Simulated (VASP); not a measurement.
Here is a VASP 6.6.1 calculation.

The input INCAR:

```
PREC = Accurate
ENCUT = 520
EDIFF = 1E-6
ISMEAR = 0
SIGMA = 0.005
LREAL = F
LASPH = T
NELM = 150
ALGO = Normal
ISIF = 2
LWAVE = F
LCHARG = F
ISPIN = 2
MAGMOM = 2 0 0
LORBIT = 11
GGA = PE
IVDW = 12
NBANDS = 14
ISYM = 0
```

The input KPOINTS:

```
Automatic mesh
0
Gamma
  1 1 1
```

POSCAR

```
H2C
1.0
   15.0000000000      0.0000000000      0.0000000000
    0.0000000000     15.5000000000      0.0000000000
    0.0000000000      0.0000000000     16.0000000000
C H
1 2
Direct
    0.4995805152      0.4995880944      0.4829426604
    0.5671508080      0.5014191710      0.5070538045
    0.4332686768      0.4989927345      0.5100035351
```

Potentials or basis: VASP PAW PBE potentials, release 64 (C, H).

The run is started by

```console
$ cat potpaw_PBE.64/C/POTCAR potpaw_PBE.64/H/POTCAR > POTCAR
$ mpirun -np 1 vasp_gam > vasp.out
```

(1) What does it give for the site moments?

(2) What does it give for the largest force?

(3) Estimate the net moment.

Results:

(1) C +0.95; H +0.01 μB.

(2) 0.013 eV/Å.

(3) 2.00 μB per cell.
